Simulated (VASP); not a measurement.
# HgTe (Coloradoite) (F-43m) in VASP: further runs, part 2 of 2

VASP 6.6.1. The steps go on from the part before.

### 4 Relaxation of cell and atoms, PBE, target pressure 30 GPa, at which the enthalpy is minimised

INCAR

```
SYSTEM = HgTe
PREC = Accurate ; ENCUT = 600
EDIFF = 1E-6 ; ISMEAR = -1
SIGMA = 0.05 ; LREAL = .False.
LASPH = .True. ; NELM = 80
ALGO = Normal ; ISIF = 3
LWAVE = .False. ; LCHARG = .False.
GGA = PE ; IBRION = 2
NSW = 60 ; EDIFFG = -0.01
PSTRESS = 300.0
```

KPOINTS

```
regular mesh
0
Gamma
  7 7 7
  0 0 0
```

POSCAR

```
HgTe
1.0
    0.0000000000      3.2145000000      3.2145000000
    3.2145000000      0.0000000000      3.2145000000
    3.2145000000      3.2145000000      0.0000000000
Hg Te
1 1
Direct
    0.0000000000      0.0000000000      0.0000000000
    0.7500000000      0.7500000000      0.7500000000
```

Potentials or basis: VASP PAW PBE potentials, release 64 (Hg, Te).

Launch:

```
$ cat potpaw_PBE.64/Hg/POTCAR potpaw_PBE.64/Te/POTCAR > POTCAR
$ mpirun -np 1 vasp_std > vasp.out
```

OUTCAR:

```text
SYSTEM = HgTe
   PREC = Accurate
   ENCUT = 600
   EDIFF = 1E-6
   ISMEAR = -1
   LREAL = .False.
   LASPH = .True.
   NELM = 80
   ISIF = 3
   GGA = PE
   IBRION = 2
   NSW = 60
   EDIFFG = -0.01
   PSTRESS = 300.0

 ion  position               nearest neighbor table
   1  0.000  0.000  0.000-   2 2.78   2 2.78   2 2.78   2 2.78
   2  0.750  0.750  0.750-   1 2.78   1 2.78   1 2.78   1 2.78

  LATTYP: Found a face centered cubic cell.
 ALAT       =     6.4290000000

  Lattice vectors:

 A1 = (   0.0000000000,   3.2145000000,   3.2145000000)
 A2 = (   3.2145000000,   0.0000000000,   3.2145000000)
 A3 = (   3.2145000000,   3.2145000000,   0.0000000000)

Analysis of symmetry for initial positions (statically):
=====================================================================
 Subroutine PRICEL returns:
 Original cell was already a primitive cell.

 Routine SETGRP: Setting up the symmetry group for a
 face centered cubic supercell.

 Subroutine GETGRP returns: Found 24 space group operations
 (whereof 24 operations were pure point group operations)
 out of a pool of 48 trial point group operations.
[... 144 lines left out ...]
  volume of cell :       66.43
 maximum number of plane-waves:      2239
   NGX = 19   NGY = 19   NGZ = 19

--------------------------------------- Ionic step        1  -------------------------------------------

 number of electron      18.0000000 magnetization

 Free energy of the ion-electron system (eV)
  ---------------------------------------------------
  ext. energy  EPLUGINS =         0.00000000
  ---------------------------------------------------
  free energy    TOTEN  =        -3.55183495 eV

  energy without entropy =       -3.55114813  energy(sigma->0) =       -3.55149154

------------------------ aborting loop because EDIFF is reached ----------------------------------------

  FORCE on cell =-STRESS in cart. coord.  units (eV):
  Direction    XX          YY          ZZ          XY          YZ          ZX
  --------------------------------------------------------------------------------------
  -------------------------------------------------------------------------------------
  Total        1.9314958      1.9314958      1.9314958     -0.0000000     -0.0000000      0.0000000
  in kB       46.5837080     46.5837080     46.5837080     -0.0000000     -0.0000000      0.0000000
  external PRESSURE =    -253.4162920 kB  Pullay stress =     300.0000000 kB
[... 424 lines left out ...]
  energy  without entropy=       -2.6536936526  energy(sigma->0) =       -2.65399165

  enthalpy is  TOTEN    =         7.5527246170 eV   P V=       10.2070142678

[... ionic steps 4 to 13 ...]

--------------------------------------- Ionic step       14  -------------------------------------------

 number of electron      17.9999999 magnetization

 E-fermi :   6.4651     XC(G=0):  -9.9970
[... 398 lines left out ...]
--------------------------------------- Ionic step       16  -------------------------------------------

 number of electron      17.9999999 magnetization

 Free energy of the ion-electron system (eV)
  ---------------------------------------------------
  ext. energy  EPLUGINS =         0.00000000
  ---------------------------------------------------
  free energy    TOTEN  =        -2.21180966 eV

  energy without entropy =       -2.21115064  energy(sigma->0) =       -2.21148015

 E-fermi :   6.5005     XC(G=0): -10.0085

 val. band max:        6.4489110985   @ k =   0.0000   0.0000   0.0000
 cond. band min:       7.1535671641   @ k =   0.4286   0.0000   0.0000
 fundamental gap:      0.7046560656
 Fermi energy:         6.5004888260
[... 351 lines left out ...]
  energy  without entropy=       -2.2111506443  energy(sigma->0) =       -2.21148015

  enthalpy is  TOTEN    =         7.4862744719 eV   P V=        9.6980841368

 reached required accuracy - stopping structural energy minimisation
```

CONTCAR:

```text
HgTe
   1.00000000000000
    -0.0000000000000000    2.9585693915380729    2.9585693915380724
     2.9585693915380724    0.0000000000000000    2.9585693915380724
     2.9585693915380724    2.9585693915380729    0.0000000000000000
  Hg              Te
     1     1
Direct
     0.0000000000000000    0.0000000000000000    0.0000000000000000
     0.7500000000000000    0.7500000000000000    0.7500000000000000

  0.00000000E+00  0.00000000E+00  0.00000000E+00
  0.00000000E+00  0.00000000E+00  0.00000000E+00
```

Run time: 2.8 min. Hardware: 1 thread of Intel Xeon Platinum 8488C (Sapphire Rapids), shared host; peak memory 0.23 GiB.

Results:

```yaml
Free_energy: -2.2118 eV
Relaxed_volume: 25.90 Å³/atom
Relaxed_cell: a = 4.184 Å, b = 4.184 Å, c = 4.184 Å, α = 60.00°, β = 60.00°, γ = 60.00°
Space_group_after_relaxing_to_0.05_Å: F-43m (No. 216)
Energy_change_on_relaxing_the_enthalpy_is_what_falls: +670.0 meV/atom
Ionic_steps: 16
Pressure_after_relaxing: 30.0 GPa
Band_gap_on_the_k_mesh: zero (filled and empty bands touch)
```

Step by step:
```tsv
step	energy change (eV)	largest force (eV/Å)	pressure (GPa)	volume (Å³)
1	0.0000	0.0000	4.66	66.43
2	21.9570	0.0000	398.36	27.64
3	0.8975	0.0000	22.52	54.51
4	1.0880	0.0000	25.75	53.25
5	1.3517	0.0000	30.18	51.73
6	1.3015	0.0000	29.39	52.00
7	1.3037	0.0000	29.38	51.99
8	1.3105	0.0000	29.46	51.95
9	1.3105	0.0000	29.49	51.95
10	1.3108	0.0000	29.49	51.95
11	1.3112	0.0000	29.49	51.95
12	1.3121	0.0000	29.52	51.94
13	1.3140	0.0000	29.55	51.93
14	1.3177	0.0000	29.59	51.91
15	1.3251	0.0000	29.70	51.87
16	1.3400	0.0000	29.98	51.79
```

Final structure:
```
CELL_PARAMETERS angstrom
0.00000 2.95857 2.95857
2.95857 0.00000 2.95857
2.95857 2.95857 0.00000
ATOMIC_POSITIONS crystal
Hg 0.00000 0.00000 0.00000
Te 0.75000 0.75000 0.75000
```

Caveat: the cell is relaxed towards a set pressure, so the enthalpy falls and the energy may rise; the volume moved by over 15 % at a fixed basis, so the end points are rough; spin-orbit coupling is left out, which moves the levels of the heavy elements.

### 5 Single point, PBE

INCAR

```
PREC     = Accurate       # precision mode
ENCUT    = 500            # plane-wave cutoff, eV
EDIFF    = 1E-6           # SCF threshold, eV
ISMEAR   = 0              # smearing method
SIGMA    = 0.023          # smearing width, eV
LREAL    = F              # projectors in reciprocal space
LASPH    = T              # aspherical terms in the spheres
NELM     = 120            # most SCF steps
ALGO     = Normal         # electronic algorithm
ISIF     = 2              # what is computed and relaxed
LWAVE    = F              # write WAVECAR
LCHARG   = T              # write CHGCAR
GGA      = PE             # functional
LELF     = T              # ELF
LVHAR    = T            
NBANDS   = 16             # bands
GGA_COMPAT= F
```

KPOINTS

```
Automatic mesh
0
Gamma
  7 7 7
```

POSCAR is that of step 4.

Launch:

```
$ cat potpaw_PBE.64/Hg/POTCAR potpaw_PBE.64/Te/POTCAR > POTCAR
$ mpirun -np 1 vasp_std > vasp.out
```

It took 16 s on 1 thread of Intel Xeon Platinum 8488C (Sapphire Rapids), shared host; peak memory 0.21 GiB.

The run converged. Its results:

| Item | Value |
| --- | --- |
| Free energy | -3.5513 eV |
| Pressure | 4.6 GPa |
| Band gap on the k mesh | zero (filled and empty bands touch) |

Levels at points of the mesh, in eV from the Fermi level:
```
           k point  band 6  band 7  band 8  band 9  band 10  band 11  band 12  band 13
(0.00, 0.00, 0.00)   -6.91   -0.69   -0.01   -0.01    -0.01     4.19     4.19     4.19
```

Caveat: spin-orbit coupling is left out, which moves the levels of the heavy elements.

### 6 The runs side by side

```tsv
task	cell	cutoff (eV)	smearing	gap on the mesh (eV)	pressure (GPa)
relaxation of cell and atoms	relaxed to 10 GPa	600	fermi-dirac 0.05 eV	none	10.0
relaxation of cell and atoms	relaxed to 20 GPa	600	fermi-dirac 0.05 eV	none	20.0
relaxation of cell and atoms	relaxed to 30 GPa	600	fermi-dirac 0.05 eV	none	30.0
single point	as given	500	gaussian 0.023 eV	none	4.6
```

Alike in all rows: level PBE; potentials or basis VASP PAW PBE potentials, release 64 (Hg, Te); no spin polarisation; k mesh 7 × 7 × 7.

Caveats: spin-orbit coupling is left out, which moves the levels of the heavy elements; the cell is relaxed towards a set pressure, so the enthalpy falls and the energy may rise (some runs); the volume moved by over 15 % at a fixed basis, so the end points are rough (some runs).

Absolute energies hang on the potentials; compare differences alone.
